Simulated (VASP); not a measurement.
# Sr8Ti8O23 (a cell with a defect) in VASP: single point with PBE

Aim: the single point of Sr8Ti8O23 (a cell with a defect) with PBE.

Everything below comes from runs of VASP 6.6.1. Logs are shortened: lines on timing, memory, paths and dates and some standing lists are left out, and cuts for length are marked.

## Step 1: The cell of the first run

The cell holds a defect, 39 atoms: a = 7.873 Å, b = 7.873 Å, c = 7.873 Å, α = 90.00°, β = 90.00°, γ = 90.00°.

## Step 2: Single point, PBE

Input file INCAR:

```
  PREC = Accurate
  ENCUT = 520
  EDIFF = 1E-6
  ISMEAR = 0
  SIGMA = 0.02
  LREAL = Auto
  LASPH = T
  NELM = 100
  ALGO = Normal
  ISIF = 2
  LWAVE = F
  LCHARG = F
  GGA = PE
  NBANDS = 182
  NELECT = 312.0
```

Input file KPOINTS:

```
Automatic mesh
0
Gamma
  2 2 2
  0.5 0.5 0.5
```

Input file POSCAR:

```
Sr8Ti8O23
1.0
    0.0000000000     -7.8728452165      0.0000000000
    7.8728452165      0.0000000000      0.0000000000
    0.0000000000      0.0000000000      7.8728452165
Sr Ti O
8 8 23
Direct
   -0.0051840216     -0.0118763925     -0.0062704141
   -0.0056045812     -0.0126275822      0.5056045039
    0.5067790475     -0.0112019222     -0.0067789977
    0.5062703369     -0.0118763925      0.5051840714
   -0.0051840216      0.5118764423     -0.0062704141
   -0.0056045812      0.5126276319      0.5056045039
    0.5067790475      0.5112019720     -0.0067789977
    0.5062703369      0.5118764423      0.5051840714
    0.2394332606      0.2499999614      0.2605667892
    0.2584741531      0.2499999614      0.7296745766
    0.7703254457      0.2499999614      0.2415258966
    0.7498474615      0.2499999614      0.7501525608
    0.2516853749      0.7500000111      0.2483146748
    0.2502259280      0.7500000111      0.7507650459
    0.7492349764      0.7500000111      0.2497739948
    0.7498759137      0.7500000111      0.7501239816
    0.3967320472      0.2499999614      0.1032678755
    0.5041991670      0.2499999614      0.7508608181
    1.0018773116      0.2499999614      0.2182923648
    1.0105787401      0.2499999614      0.7510748449
    0.4922361476      0.7500000111      0.2553380569
    0.4999126608      0.7500000111      0.7504690919
    0.9870999348      0.7500000111      0.2536534055
    1.0001703048      0.7500000111      0.7522124260
    0.2817076850      0.2499999614      0.4981227107
    0.7489251773      0.2499999614      0.4894212821
    0.7491390771      0.2499999614     -0.0041991172
    0.2463465173      0.7500000111      0.5129000874
    0.2446619928      0.7500000111      0.0077639022
    0.7477875962      0.7500000111      0.4998297174
    0.7495309304      0.7500000111      0.0000872620
    0.2342031311      0.5001491699      0.2657969187
    0.2526636744      0.4930223945      0.7698022549
    0.7301977674      0.4930223945      0.2473363754
    0.7531709105      0.5007057667      0.7468291118
    0.2342031311     -0.0001492472      0.2657969187
    0.2526636744      0.0069776553      0.7698022549
    0.7301977674      0.0069776553      0.2473363754
    0.7531709105     -0.0007057169      0.7468291118
```

Potentials or basis: VASP PAW PBE potentials, release 64 (Sr_sv, Ti_sv, O).

On the command line:

```sh
$ cat potpaw_PBE.64/Sr_sv/POTCAR potpaw_PBE.64/Ti_sv/POTCAR potpaw_PBE.64/O/POTCAR > POTCAR
$ mpirun -np 1 vasp_std > vasp.out
```

OUTCAR:

```text
PREC = Accurate
   ENCUT = 520
   EDIFF = 1E-6
   ISMEAR = 0
   LREAL = Auto
   LASPH = T
   NELM = 100
   ISIF = 2
   GGA = PE
   NELECT = 312.0

 ion  position               nearest neighbor table
   1  0.995  0.988  0.994-  24 2.67  31 2.69  37 2.69  19 2.72  29 2.72  39 2.72  23 2.78  20 2.81
                            27 2.83  36 2.85  38 2.89  16 3.30  11 3.34  14 3.35  15 3.36  13 3.41
   2  0.994  0.987  0.506-  36 2.67  39 2.69  30 2.70  24 2.70  23 2.73  28 2.73  26 2.83  20 2.83
                            38 2.91  37 2.91  19 3.07  25 3.07  16 3.30  15 3.36  14 3.36  12 3.42
   3  0.507  0.989  0.993-  17 2.39  38 2.67  37 2.67  31 2.68  22 2.68  39 2.74  21 2.79  29 2.79
                            27 2.81  18 2.81  36 3.04  16 3.30  15 3.36  14 3.36  12 3.40  13 3.41
   4  0.506  0.988  0.505-  30 2.67  22 2.69  38 2.69  25 2.72  21 2.72  39 2.72  28 2.78  26 2.81
                            18 2.83  36 2.85  37 2.89  16 3.30  10 3.34  15 3.35  14 3.36  13 3.41
   5  0.995  0.512  0.994-  24 2.67  31 2.69  33 2.69  19 2.72  29 2.72  35 2.72  23 2.78  20 2.81
                            27 2.83  32 2.85  34 2.89  16 3.30  11 3.34  14 3.35  15 3.36  13 3.41
   6  0.994  0.513  0.506-  32 2.67  35 2.69  30 2.70  24 2.70  23 2.73  28 2.73  26 2.83  20 2.83
                            34 2.91  33 2.91  19 3.07  25 3.07  16 3.30  15 3.36  14 3.36  12 3.42
   7  0.507  0.511  0.993-  17 2.39  34 2.67  33 2.67  31 2.68  22 2.68  35 2.74  21 2.79  29 2.79
                            27 2.81  18 2.81  32 3.04  16 3.30  15 3.36  14 3.36  12 3.40  13 3.41
   8  0.506  0.512  0.505-  30 2.67  22 2.69  34 2.69  25 2.72  21 2.72  35 2.72  28 2.78  26 2.81
                            18 2.83  32 2.85  33 2.89  16 3.30  10 3.34  15 3.35  14 3.36  13 3.41
   9  0.239  0.250  0.261-  17 1.75  25 1.90  19 1.90  32 1.97  36 1.97   2 3.42   6 3.42   4 3.52
                             8 3.52   1 3.52   5 3.52   3 3.62   7 3.62
  10  0.258  0.250  0.730-  25 1.83  37 1.94  33 1.94  18 1.94  20 1.96   4 3.34   8 3.34   2 3.42
                             6 3.42   3 3.52   7 3.52   1 3.59   5 3.59
  11  0.770  0.250  0.242-  19 1.83  38 1.94  34 1.94  27 1.94  26 1.96   1 3.34   5 3.34   2 3.42
                             6 3.42   3 3.52   7 3.52   4 3.59   8 3.59
  12  0.750  0.250  0.750-  18 1.93  27 1.93  39 1.97  35 1.97  20 2.05  26 2.05   3 3.40   7 3.40
                             1 3.41   4 3.41   5 3.41   8 3.41   2 3.42   6 3.42
  13  0.252  0.750  0.248-  29 1.89  21 1.89  36 1.98  32 1.98  28 2.08  23 2.08   7 3.41   3 3.41
                             8 3.41   4 3.41   5 3.41   1 3.41   6 3.42   2 3.42
  14  0.250  0.750  0.751-  28 1.87  22 1.97  24 1.97  29 2.02  33 2.03  37 2.03   5 3.35   1 3.35
                             7 3.36   3 3.36   6 3.36   2 3.36   8 3.36   4 3.36
  15  0.749  0.750  0.250-  23 1.87  31 1.97  30 1.97  21 2.02  34 2.03  38 2.03   8 3.35   4 3.35
                             7 3.36   3 3.36   6 3.36   2 3.36   5 3.36   1 3.36
  16  0.750  0.750  0.750-  35 1.96  39 1.96  22 1.97  31 1.97  30 1.97  24 1.97   7 3.30   3 3.30
                             6 3.30   2 3.30   8 3.30   4 3.30   5 3.30   1 3.30
  17  0.397  0.250  0.103-   9 1.75   3 2.39   7 2.39
  18  0.504  0.250  0.751-  12 1.93  10 1.94   3 2.81   7 2.81   4 2.83   8 2.83
  19  0.002  0.250  0.218-  11 1.83   9 1.90   1 2.72   5 2.72   2 3.07   6 3.07
  20  0.011  0.250  0.751-  10 1.96  12 2.05   1 2.81   5 2.81   2 2.83   6 2.83
  21  0.492  0.750  0.255-  13 1.89  15 2.02   8 2.72   4 2.72   7 2.79   3 2.79
  22  0.500  0.750  0.750-  14 1.97  16 1.97   7 2.68   3 2.68   8 2.69   4 2.69
  23  0.987  0.750  0.254-  15 1.87  13 2.08   6 2.73   2 2.73   5 2.78   1 2.78
[... 14 lines left out ...]
  38  0.730  0.007  0.247-  11 1.94  15 2.03   3 2.67   4 2.69   1 2.89   2 2.91
  39  0.753  0.999  0.747-  16 1.96  12 1.97   2 2.69   1 2.72   4 2.72   3 2.74

  LATTYP: Found a simple cubic cell.
 ALAT       =     7.8728452165

  Lattice vectors:

 A1 = (   0.0000000000,  -7.8728452165,   0.0000000000)
 A2 = (   7.8728452165,   0.0000000000,   0.0000000000)
 A3 = (   0.0000000000,   0.0000000000,   7.8728452165)

Analysis of symmetry for initial positions (statically):
=====================================================================
 Subroutine PRICEL returns:
 Original cell was already a primitive cell.

 Routine SETGRP: Setting up the symmetry group for a
 simple cubic supercell.

 Subroutine GETGRP returns: Found  4 space group operations
 (whereof  1 operations were pure point group operations)
 out of a pool of 48 trial point group operations.

The static configuration has the point symmetry C_1 .
 The point group associated with its full space group is C_2v.

Analysis of symmetry for dynamics (positions and initial velocities):
=====================================================================
 Subroutine PRICEL returns:
 Original cell was already a primitive cell.

 Routine SETGRP: Setting up the symmetry group for a
[... 127 lines left out ...]

  Shift w.r.t. Gamma in fractional coordinates (k-lattice)
     0.500000000  0.500000000  0.500000000

 Subroutine IBZKPT returns following result:
 ===========================================

 Found      2 irreducible k-points:

 Following reciprocal coordinates:
            Coordinates               Weight
  0.250000  0.250000  0.250000      4.000000
 -0.250000  0.250000  0.250000      4.000000
   k-points           NKPTS =      2   k-points in BZ     NKDIM =      2   number of bands    NBANDS=    182
   number of dos      NEDOS =    301   number of ions     NIONS =     39
   total plane-waves  NPLWV = 216000
   dimension x,y,z NGX =    60 NGY =   60 NGZ =   60
   dimension x,y,z NGXF=   120 NGYF=  120 NGZF=  120
   ions per type =               8   8  23
   NGX,Y,Z   is equivalent  to a cutoff of  12.67, 12.67, 12.67 a.u.
   NGXF,Y,Z  is equivalent  to a cutoff of  25.34, 25.34, 25.34 a.u.
 SYSTEM =  unknown system
   PREC   = accura    normal or accurate (medium, high low for compatibility)
   ISTART =      0    job   : 0-new  1-cont  2-samecut
   ICHARG =      2    charge: 1-file 2-atom 10-const
   ISPIN  =      1    spin polarized calculation?
   LNONCOLLINEAR =      F non collinear calculations
   LSORBIT =      F    spin-orbit coupling
   LASPH  =      T    aspherical Exc in radial PAW
   ENCUT  =  520.0 eV  38.22 Ry    6.18 a.u.  14.64 14.64 14.64*2*pi/ulx,y,z
   NELM   =    100;   NELMIN=  2; NELMDL= -5     # of ELM steps
   EDIFF  = 0.1E-05   stopping-criterion for ELM
   LREAL  =      T    real-space projection
   EDIFFG = 0.1E-04   stopping-criterion for IOM
   NSW    =      0    number of steps for IOM
   IBRION =     -1    ionic relax: 0-MD 1-quasi-New 2-CG
   NFREE  =      0    steps in history (QN), initial steepest desc. (CG)
   ISIF   =      2    stress and relaxation
   ISYM   =      2    0-nonsym 1-usesym 2-fastsym
   POTIM  = 0.5000    time-step for ionic-motion
   TEBEG  =    0.0;   TEEND  =   0.0 temperature during run
   PSTRESS=    0.0 pullay stress
   NELECT =     312.0000    total number of electrons
   NUPDOWN=      -1.0000    fix difference up-down
   EMIN   =  10.00;   EMAX   =-10.00  energy-range for DOS
   EFERMI =   0.00;   METHOD = LEGACY
   ISMEAR =     0;   SIGMA  =   0.02  broadening in eV -4-tet -1-fermi 0-gaus
   EFERMI_NEDOS =   21; number of points for ismear=-14 and -15
   IALGO  =     38    algorithm
   IMIX   =      4    mixing-type and parameters
     AMIX     =   0.40;   BMIX     =  1.00
     AMIX_MAG =   1.60;   BMIX_MAG =  1.00
  volume/ion in A,a.u.               =      12.51        84.44
  Fermi-wavevector in a.u.,A,eV,Ry     =   1.410354  2.665182 27.063308  1.989097
  Thomas-Fermi vector in A             =   2.532316
   LORBIT       =      0    0 simple, 1 ext, 2 COOP (PROOUT), +10 PAW based schemes
   GGA     = PE    functional components
   LHFCALC =     F    Hartree Fock is set to
   AEXX    =    0.0000 exact exchange contribution
   IVDW    =     0    specifies the selected vdW correction
   LEPSILON=     F    determine dielectric tensor
   LRPA    =     F    only Hartree local field effects (RPA)
 non-spin polarized calculation
 Gauss-broadening in eV      SIGMA  =   0.02
  energy-cutoff  :      520.00
  volume of cell :      487.97
 maximum number of plane-waves:     13154
 NGX is ok and might be reduce to    60
   NGX = 29   NGY = 29   NGZ = 29

 number of electron     311.9999958 magnetization

 Free energy of the ion-electron system (eV)
  ---------------------------------------------------
  ext. energy  EPLUGINS =         0.00000000
  ---------------------------------------------------
  free energy    TOTEN  =      -322.36412548 eV

  energy without entropy =     -322.36412548  energy(sigma->0) =     -322.36412548

 E-fermi :   3.7456     XC(G=0): -10.9509

 val. band max:        3.5982666454   @ k =   0.2500   0.2500   0.2500
 cond. band min:       6.1977697915   @ k =   0.2500   0.2500   0.2500
 fundamental gap:      2.5995031461
 Fermi energy:         3.7455834116

 k-point     1 :       0.2500    0.2500    0.2500
  band No.  band energies     occupation
      1     -52.7982      2.00000
      2     -52.7982      2.00000
      3     -52.7469      2.00000
      4     -52.7296      2.00000
      5     -52.7296      2.00000
      6     -52.6880      2.00000
[... 160 lines left out ...]
    167       7.2384      0.00000
    168       7.2734      0.00000

 k-point     2 :      -0.2500    0.2500    0.2500
  band No.  band energies     occupation
      1     -52.7982      2.00000
      2     -52.7982      2.00000
      3     -52.7469      2.00000
      4     -52.7296      2.00000
      5     -52.7296      2.00000
      6     -52.6880      2.00000
[... 160 lines left out ...]
    167       7.2360      0.00000
    168       7.2381      0.00000
 [bands above 168 left out]

------------------------ aborting loop because EDIFF is reached ----------------------------------------

  FORCE on cell =-STRESS in cart. coord.  units (eV):
  Direction    XX          YY          ZZ          XY          YZ          ZX
  --------------------------------------------------------------------------------------
  -------------------------------------------------------------------------------------
  Total      -12.2350990     -8.6352577     -8.6352577      0.0000000     -0.3553865      0.0000000
  in kB      -40.1719517    -28.3524600    -28.3524600      0.0000000     -1.1668537      0.0000000
  external PRESSURE =     -32.2922906 kB  Pullay stress =       0.0000000 kB

 VOLUME and BASIS-vectors are now :
 -----------------------------------------------------------------------------
  energy-cutoff  :      520.00
  volume of cell :      487.97
      direct lattice vectors                 reciprocal lattice vectors
     0.000000000 -7.872845217  0.000000000     0.000000000 -0.127018882  0.000000000
     7.872845217  0.000000000  0.000000000     0.127018882  0.000000000  0.000000000
     0.000000000  0.000000000  7.872845217     0.000000000  0.000000000  0.127018882

 POSITION                                       TOTAL-FORCE (eV/Angst)
 -----------------------------------------------------------------------------------
      7.77934     -7.83203      7.82348         0.015207     -0.010925     -0.007780
      7.77343     -7.82872      3.98055         0.021148     -0.004161     -0.004161
      7.78465     -3.98979      7.81948        -0.021955     -0.009210     -0.009210
      7.77934     -3.98579      3.97724         0.015207     -0.007780     -0.010925
      4.02992     -7.83203      7.82348        -0.015207     -0.010925     -0.007780
      4.03584     -7.82872      3.98055        -0.021148     -0.004161     -0.004161
[... 31 lines left out ...]
      0.05493     -5.74873      1.94724        -0.011889      0.002483     -0.000505
      7.86729     -5.92960      5.87967         0.003237     -0.001838     -0.001838
 -----------------------------------------------------------------------------------
    total drift:                                0.011152      0.070999      0.050165

  FREE ENERGIE OF THE ION-ELECTRON SYSTEM (eV)
  ---------------------------------------------------
  free  energy   TOTEN  =      -322.3641254754 eV

  energy  without entropy=     -322.3641254754  energy(sigma->0) =     -322.36412548
```

It took 5.3 min on 1 thread of Oxide Virtual Turin-like, shared host; peak memory 0.52 GiB.

What came out:

- Free energy: -322.3641 eV
- Largest force: 0.086 eV/Å

Forces in eV/Å, atoms in the order of the input:
```
Sr   0.015 -0.011 -0.008
Sr   0.021 -0.004 -0.004
Sr  -0.022 -0.009 -0.009
Sr   0.015 -0.008 -0.011
Sr  -0.015 -0.011 -0.008
Sr  -0.021 -0.004 -0.004
Sr   0.022 -0.009 -0.009
Sr  -0.015 -0.008 -0.011
Ti   0.000  0.041  0.041
Ti   0.000  0.026  0.044
Ti   0.000  0.044  0.026
Ti   0.000  0.005  0.005
Ti   0.000  0.040  0.040
Ti   0.000 -0.013  0.069
Ti   0.000  0.069 -0.013
Ti   0.000 -0.005 -0.005
O    0.000 -0.061 -0.061
O    0.000  0.013 -0.001
O    0.000 -0.024  0.005
O    0.000 -0.018  0.008
O    0.000 -0.019  0.003
O    0.000  0.026  0.010
O    0.000 -0.081  0.007
O    0.000 -0.009  0.009
O    0.000  0.005 -0.024
O    0.000  0.008 -0.018
O    0.000 -0.001  0.013
O    0.000  0.007 -0.081
O    0.000  0.003 -0.019
O    0.000  0.009 -0.009
O    0.000  0.010  0.026
O    0.014 -0.006 -0.006
O    0.012 -0.001  0.002
O    0.012  0.002 -0.001
O   -0.003 -0.002 -0.002
O   -0.014 -0.006 -0.006
O   -0.012 -0.001  0.002
O   -0.012  0.002 -0.001
O    0.003 -0.002 -0.002
```

Levels at points of the mesh, in eV from the Fermi level:
```
           k point  band 154  band 155  band 156  band 157  band 158  band 159
(0.25, 0.25, 0.25)     -0.30     -0.23     -0.15      2.45      2.51      2.55
```

Caveat: the cell carries a net charge on a neutralising background, which shifts energy and pressure; the cell is charged against a uniform background, so pressure and absolute levels hang on convention.
